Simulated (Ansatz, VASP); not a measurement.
One calculation of Ga, two programs

INCAR

```
PREC     = Accurate       # precision mode
ENCUT    = 520            # plane-wave cutoff, eV
EDIFF    = 1E-6           # SCF threshold, eV
ISMEAR   = 0              # smearing method
SIGMA    = 0.03           # smearing width, eV
LREAL    = F              # projectors in reciprocal space
LASPH    = T              # aspherical terms in the spheres
NELM     = 100            # most SCF steps
ALGO     = Normal         # electronic algorithm
ISIF     = 2              # what is computed and relaxed
LWAVE    = F              # write WAVECAR
LCHARG   = F              # write CHGCAR
GGA      = PE             # functional
NBANDS   = 34             # bands
```

The input KPOINTS:

```
Automatic mesh
0
Gamma
  8 8 7
```

File POSCAR:

```
Ga
1.0
    2.3107968683     -3.8729233244      0.0000000000
    2.3107968683      3.8729233244      0.0000000000
    0.0000000000      0.0000000000      4.5463111460
Ga
4
Direct
    0.8442122196      0.1557877804      0.0839449706
    0.6557877804      0.3442122196      0.5839449706
    0.1557877804      0.8442122196      0.9160550294
    0.3442122196      0.6557877804      0.4160550294
```

Input for Ansatz:

```yaml
crystal:
  lattice:
    - [2.3107968683, -3.8729233244, 0.0]
    - [2.3107968683, 3.8729233244, 0.0]
    - [0.0, 0.0, 4.546311146]
  atoms:
    - { symbol: Ga, position: [0.8442122196, 0.1557877804, 0.0839449706] }
    - { symbol: Ga, position: [0.6557877804, 0.3442122196, 0.5839449706] }
    - { symbol: Ga, position: [0.1557877804, 0.8442122196, 0.9160550294] }
    - { symbol: Ga, position: [0.3442122196, 0.6557877804, 0.4160550294] }
hamiltonian:
  xc: pbe
  pseudopotentials:
    kind: paw
    azcp:
      Ga: "pseudopotentials/Ga.paw.azcp"
basis:
  ecutwfc: 420
  fft_grid_basis: typed
kpoints:
  mp_grid: { grid: [8, 8, 7], shift: [0, 0, 0] }
magnetization:
  spin_polarized: false
scf:
  occupations: { method: gaussian, width: 0.03 }
  lower_state_search: "off"
output:
  stress: true
```

Alike in both runs: task single point; functional PBE; k mesh 8 × 8 × 7; occupations gaussian, width 0.03 eV; no spin polarisation.

```csv
,VASP,Ansatz
version,VASP 6.6.1,Ansatz 0.2.0
potentials or method,"VASP PAW PBE potentials, release 64 (Ga_d), cutoff 520 eV","plane waves (420 eV) with PAW, scalar-relativistic"
valence electrons in the cell,52,52
```

Ansatz gave:

- pressure (GPa): 0.0
- traceless stress, the component that is largest in VASP (GPa): 0.07

Problem. Which values does VASP return?

Solution. Pressure (GPa): 0.2; traceless stress, the component that is largest in VASP (GPa): 0.06.
